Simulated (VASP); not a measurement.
# CsI (Pm-3m) in VASP: single point with PBE

Aim: the single point of CsI with PBE.

Program: VASP 6.6.1. These are calculated values, not measurements. Logs are shortened: lines on timing, memory, paths and dates and some standing lists are left out, and cuts for length are marked.

### Step 1. The cell of the first run

The structure is cubic, space group Pm-3m (No. 221). Conventional cell: a = 4.567 Å, b = 4.567 Å, c = 4.567 Å, α = 90.00°, β = 90.00°, γ = 90.00°. Within 5.2 Å of Cs (site symmetry m-3m) lie 8 I at 3.95 Å and 6 Cs at 4.57 Å. Within 5.2 Å of I (site symmetry m-3m) lie 8 Cs at 3.95 Å and 6 I at 4.57 Å.

### Step 2. Single point, PBE

The input, INCAR:

```
SYSTEM = CsI
PREC     = Accurate       ! precision mode
ENCUT    = 520            ! plane-wave cutoff, eV
EDIFF    = 1E-6           ! SCF threshold, eV
ISMEAR   = 0              ! smearing method
SIGMA    = 0.1            ! smearing width, eV
LREAL    = Auto         
LASPH    = .TRUE.         ! aspherical terms in the spheres
NELM     = 100            ! most SCF steps
ALGO     = Fast           ! electronic algorithm
ISIF     = 2              ! what is computed and relaxed
LWAVE    = .FALSE.        ! write WAVECAR
LCHARG   = .FALSE.        ! write CHGCAR
GGA      = PE             ! functional
NBANDS   = 78             ! bands
ISYM     = 0
```

The input, KPOINTS:

```
regular mesh
0
G
  1 1 1
  0 0 0
```

The input, POSCAR:

```
CsI
1.0
    0.0000000000      0.0000000000      9.1334000000
    9.1334000000      0.0000000000      0.0000000000
    0.0000000000      9.1334000000      0.0000000000
Cs I
8 8
Direct
    0.0000000000      0.0000000000      0.0000000000
    0.5000000000      0.0000000000      0.0000000000
    0.0000000000      0.0000000000      0.5000000000
    0.5000000000      0.0000000000      0.5000000000
    0.0000000000      0.5000000000      0.0000000000
    0.5000000000      0.5000000000      0.0000000000
    0.0000000000      0.5000000000      0.5000000000
    0.5000000000      0.5000000000      0.5000000000
    0.2500000000      0.2500000000      0.2500000000
    0.7500000000      0.2500000000      0.2500000000
    0.2500000000      0.2500000000      0.7500000000
    0.7500000000      0.2500000000      0.7500000000
    0.2500000000      0.7500000000      0.2500000000
    0.7500000000      0.7500000000      0.2500000000
    0.2500000000      0.7500000000      0.7500000000
    0.7500000000      0.7500000000      0.7500000000
```

Potentials or basis: VASP PAW PBE potentials, release 64 (Cs_sv, I).

Run with:

```bash
cat potpaw_PBE.64/Cs_sv/POTCAR potpaw_PBE.64/I/POTCAR > POTCAR
mpirun -np 1 vasp_gam > vasp.out
```

OUTCAR:

```text
SYSTEM = CsI
   PREC = Accurate
   ENCUT = 520
   EDIFF = 1E-6
   ISMEAR = 0
   LREAL = Auto
   LASPH = .TRUE.
   NELM = 100
   ISIF = 2
   GGA = PE
   ISYM = 0

 ion  position               nearest neighbor table
   1  0.000  0.000  0.000-
   2  0.500  0.000  0.000-
   3  0.000  0.000  0.500-
   4  0.500  0.000  0.500-
   5  0.000  0.500  0.000-
   6  0.500  0.500  0.000-
[... 8 lines left out ...]
  15  0.250  0.750  0.750-
  16  0.750  0.750  0.750-

IMPORTANT INFORMATION: All symmetrisations will be switched off!
NOSYMM: (Re-)initialisation of all symmetry stuff for point group C_1.

----------------------------------------------------------------------------------------

                                     Primitive cell

  volume of cell :     761.8991

  direct lattice vectors                    reciprocal lattice vectors
     0.000000000  0.000000000  9.133400000     0.000000000  0.000000000  0.109488252
     9.133400000  0.000000000  0.000000000     0.109488252  0.000000000  0.000000000
     0.000000000  9.133400000  0.000000000     0.000000000  0.109488252  0.000000000

  length of vectors
     9.133400000  9.133400000  9.133400000     0.109488252  0.109488252  0.109488252

  position of ions in fractional coordinates (direct lattice)
     0.000000000  0.000000000  0.000000000
     0.500000000  0.000000000  0.000000000
     0.000000000  0.000000000  0.500000000
     0.500000000  0.000000000  0.500000000
     0.000000000  0.500000000  0.000000000
     0.500000000  0.500000000  0.000000000
[... 8 lines left out ...]
     0.250000000  0.750000000  0.750000000
     0.750000000  0.750000000  0.750000000

  ion indices of the primitive-cell ions
   primitive index   ion index
                 1           1
                 2           2
                 3           3
                 4           4
                 5           5
                 6           6
[... 8 lines left out ...]
                15          15
                16          16

----------------------------------------------------------------------------------------

 KPOINTS: regular mesh

Automatic generation of k-mesh.
 Grid dimensions read from file:
 generate k-points for:    1    1    1
[... 39 lines left out ...]
   NELM   =    100;   NELMIN=  2; NELMDL= -5     # of ELM steps
   EDIFF  = 0.1E-05   stopping-criterion for ELM
   LREAL  =      T    real-space projection
   EDIFFG = 0.1E-04   stopping-criterion for IOM
   NSW    =      0    number of steps for IOM
   IBRION =     -1    ionic relax: 0-MD 1-quasi-New 2-CG
   NFREE  =      0    steps in history (QN), initial steepest desc. (CG)
   ISIF   =      2    stress and relaxation
   ISYM   =      0    0-nonsym 1-usesym 2-fastsym
   POTIM  = 0.5000    time-step for ionic-motion
   TEBEG  =    0.0;   TEEND  =   0.0 temperature during run
   PSTRESS=    0.0 pullay stress
   NELECT =     128.0000    total number of electrons
   NUPDOWN=      -1.0000    fix difference up-down
   EMIN   =  10.00;   EMAX   =-10.00  energy-range for DOS
   EFERMI =   0.00;   METHOD = LEGACY
   ISMEAR =     0;   SIGMA  =   0.10  broadening in eV -4-tet -1-fermi 0-gaus
   EFERMI_NEDOS =   21; number of points for ismear=-14 and -15
   IALGO  =     68    algorithm
   IMIX   =      4    mixing-type and parameters
     AMIX     =   0.40;   BMIX     =  1.00
     AMIX_MAG =   1.60;   BMIX_MAG =  1.00
  volume/ion in A,a.u.               =      47.62       321.35
  Fermi-wavevector in a.u.,A,eV,Ry     =   0.903328  1.707043 11.102385  0.816002
  Thomas-Fermi vector in A             =   2.026641
   LORBIT       =      0    0 simple, 1 ext, 2 COOP (PROOUT), +10 PAW based schemes
   GGA     = PE    functional components
   LHFCALC =     F    Hartree Fock is set to
   AEXX    =    0.0000 exact exchange contribution
   IVDW    =     0    specifies the selected vdW correction
   LEPSILON=     F    determine dielectric tensor
   LRPA    =     F    only Hartree local field effects (RPA)
 non-spin polarized calculation
 RMM-DIIS sequential band-by-band and
 Gauss-broadening in eV      SIGMA  =   0.10
  energy-cutoff  :      520.00
  volume of cell :      761.90
 maximum number of plane-waves:     10189
 NGX is ok and might be reduce to    70
   NGX = 33   NGY = 33   NGZ = 33

 number of electron     127.9999972 magnetization

 Free energy of the ion-electron system (eV)
  ---------------------------------------------------
  ext. energy  EPLUGINS =         0.00000000
  ---------------------------------------------------
  free energy    TOTEN  =       -41.68205701 eV

  energy without entropy =      -41.68205701  energy(sigma->0) =      -41.68205701

 E-fermi :   1.4466     XC(G=0):  -7.7331

 val. band max:        0.9229242182   @ k =   0.0000   0.0000   0.0000
 cond. band min:       4.7351847565   @ k =   0.0000   0.0000   0.0000
 fundamental gap:      3.8122605383
 Fermi energy:         1.4466210458

 k-point     1 :       0.0000    0.0000    0.0000
  band No.  band energies     occupation
      1     -19.6166      2.00000
      2     -19.5921      2.00000
      3     -19.5921      2.00000
      4     -19.5921      2.00000
      5     -19.5700      2.00000
      6     -19.5700      2.00000
[... 68 lines left out ...]
     75       6.0103      0.00000
     76       6.0103      0.00000
 [bands above 76 left out]

------------------------ aborting loop because EDIFF is reached ----------------------------------------

  FORCE on cell =-STRESS in cart. coord.  units (eV):
  Direction    XX          YY          ZZ          XY          YZ          ZX
  --------------------------------------------------------------------------------------
  -------------------------------------------------------------------------------------
  Total        8.0800684      8.0800396      8.0800500      0.0000113     -0.0000045      0.0000016
  in kB       16.9913616     16.9913012     16.9913231      0.0000238     -0.0000095      0.0000033
  external PRESSURE =      16.9913286 kB  Pullay stress =       0.0000000 kB

 VOLUME and BASIS-vectors are now :
 -----------------------------------------------------------------------------
  energy-cutoff  :      520.00
  volume of cell :      761.90
      direct lattice vectors                 reciprocal lattice vectors
     0.000000000  0.000000000  9.133400000     0.000000000  0.000000000  0.109488252
     9.133400000  0.000000000  0.000000000     0.109488252  0.000000000  0.000000000
     0.000000000  9.133400000  0.000000000     0.000000000  0.109488252  0.000000000

 POSITION                                       TOTAL-FORCE (eV/Angst)
 -----------------------------------------------------------------------------------
      0.00000      0.00000      0.00000         0.000010     -0.000022      0.000002
      0.00000      0.00000      4.56670        -0.000016     -0.000032     -0.000003
      0.00000      4.56670      0.00000        -0.000005      0.000033     -0.000003
      0.00000      4.56670      4.56670        -0.000007      0.000044      0.000001
      4.56670      0.00000      0.00000         0.000004     -0.000043     -0.000003
      4.56670      0.00000      4.56670         0.000010     -0.000029      0.000005
[... 8 lines left out ...]
      6.85005      6.85005      2.28335         0.000014      0.000004      0.000005
      6.85005      6.85005      6.85005        -0.000004      0.000002     -0.000002
 -----------------------------------------------------------------------------------
    total drift:                               -0.000012      0.000007      0.000014

  FREE ENERGIE OF THE ION-ELECTRON SYSTEM (eV)
  ---------------------------------------------------
  free  energy   TOTEN  =       -41.6820570141 eV

  energy  without entropy=      -41.6820570141  energy(sigma->0) =      -41.68205701
```

stdout:

```text
POSCAR found type information on POSCAR CsI
 POSCAR found :  2 types and      16 ions
 scaLAPACK will be used
 LDA part: xc-table for (Slater+PW92), standard interpolation
 POSCAR, INCAR and KPOINTS ok, starting setup
 FFT: planning ... GRIDC
 FFT: planning ... GRID_SOFT
 FFT: planning ... GRID
 WAVECAR not read
 entering main loop
```

Run time: 2 min. Hardware: 1 thread of Intel Xeon 6975P-C (Granite Rapids), shared host; peak memory 0.66 GiB.

What came out:

```
Free energy : -41.6821 eV
Pressure    : 1.7 GPa
```

Levels at points of the mesh, in eV from the Fermi level:
```tsv
k point	band 62	band 63	band 64	band 65	band 66	band 67
(0.00, 0.00, 0.00)	-0.52	-0.52	-0.52	3.29	3.57	3.57
```

Caveat: the k points lie up to 0.69 Å⁻¹ apart; spin-orbit coupling is left out, which moves the levels of the heavy elements.
